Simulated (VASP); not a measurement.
Wanted: the native input for a VASP 6.6.1 run.

```
Task                   : single point
Functional             : BLYP
Potentials or basis    : VASP PAW PBE potentials, release 64 (Al)
Cutoff                 : 520 eV
k mesh                 : 22 × 22 × 22
Occupations            : fermi-dirac, width 0.1 eV
Spin                   : no spin polarisation
Dipole correction      : no
Further INCAR settings : ALGO = Normal; EDIFF = 1e-06; NBANDS = 8
```

The structure of Al lies in POSCAR:

```
Al
1.0
    0.0000000000      2.0826814361      2.0826814361
    2.0826814361      0.0000000000      2.0826814361
    2.0826814361      2.0826814361      0.0000000000
Al
1
Direct
    0.0000000000      0.0000000000      0.0000000000
```

This cell differs from its parent crystal: volume scaled by 1.04.

One way to write it, as run:

INCAR

```
PREC = Accurate
ENCUT = 520
EDIFF = 1E-6
ISMEAR = -1
SIGMA = 0.1
LREAL = F
LASPH = T
NELM = 80
ALGO = Normal
ISIF = 2
LWAVE = F
LCHARG = F
GGA = B5
ALDAX = 1.0
AGGAX = 1.0
AGGAC = 1.0
ALDAC = 0.0
NBANDS = 8
```

KPOINTS

```
regular mesh
0
Gamma
  22 22 22
```

Potentials or basis: VASP PAW PBE potentials, release 64 (Al).

Run with:

```bash
$ cat potpaw_PBE.64/Al/POTCAR > POTCAR
$ mpirun -np 1 vasp_std > vasp.out
```

It gave:

| Property | Result |
| --- | --- |
| Pressure | -1.8 GPa |

Caveat: the PAW data sets were made with another functional, which shifts forces and pressure a little.

Run time: 15 s on 1 thread of Intel(R) Xeon(R) 6975P-C (Granite Rapids) (shared host), peak memory 0.16 GiB.
